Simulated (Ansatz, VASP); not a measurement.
Two plane-wave programs on Hf

```xyz
2
Lattice="3.2048 0.0000 0.0000 -1.6024 2.7754 0.0000 0.0000 0.0000 5.0676" Properties=species:S:1:pos:R:3 pbc="T T T"
Hf    0.0000    1.8503    3.8007
Hf    1.6024    0.9251    1.2669
```

Alike in both runs: functional PBE; k mesh 15 × 15 × 8; occupations gaussian, width 0.1 eV; no spin polarisation.

Ansatz relaxed the structure, and its values are those at the end. VASP's run is a single point on that final structure, the one shown.

|  | VASP | Ansatz |
| --- | --- | --- |
| version | VASP 6.6.1 | Ansatz 0.2.0 |
| potentials or method | VASP PAW PBE potentials, release 64 (Hf_pv), cutoff 520 eV | scalar-relativistic, plane waves, PAW |
| valence electrons in the cell | 20 | 52 |

Ansatz gave:

| Item | Value |
| --- | --- |
| gap on the k mesh at the Fermi level (eV) | none |
| pressure (GPa) | 0.0 |

Question: Estimate VASP's values.

Answer: gap on the k mesh at the Fermi level (eV): none; pressure (GPa): -0.4.

A gap of «none» marks a metal or a gap that the smearing closes. VASP's potentials hold 20 valence electrons a cell and Ansatz's 52, so a difference there can come from the potentials and not from the codes.

Neither program's run includes spin-orbit coupling.
